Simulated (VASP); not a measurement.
A run of VASP 6.6.1:

The input INCAR:

```
SYSTEM = Rb2Sn
  ALGO = Normal
  EDIFF = 1E-6
  ENCUT = 520
  GGA = PE
  ISIF = 2
  ISMEAR = 0
  LASPH = .True.
  LCHARG = .False.
  LREAL = .False.
  LWAVE = .False.
  NBANDS = 23
  NELM = 100
  PREC = Accurate
  SIGMA = 0.1
```

The input KPOINTS:

```
k-points
0
Gamma
  6 6 6
  0 0 0
```

The input POSCAR:

```
Rb2Sn
1.0
    5.8284229637      0.0000000000      0.0000000000
   -2.9142114818      5.0475623507      0.0000000000
    0.0000000000      0.0000000000      3.7050734021
Rb Sn
2 1
Direct
    0.3333333333      0.6666666667      0.5000000000
    0.6666666667      0.3333333333      0.5000000000
    0.0000000000      0.0000000000      0.0000000000
```

Potentials or basis: VASP PAW PBE potentials, release 64 (Rb_sv, Sn_d).

The run is started by

```console
$ cat potpaw_PBE.64/Rb_sv/POTCAR potpaw_PBE.64/Sn_d/POTCAR > POTCAR
$ mpirun -np 1 vasp_std > vasp.out
```

Hardware: 1 thread of Intel Xeon 8259CL (shared host).

How long does it take, and how much memory?

Run time: 99 s on 1 thread of Intel Xeon 8259CL, on a shared host, peak memory 0.27 GiB. Counts: scf iterations 13, k points 28.
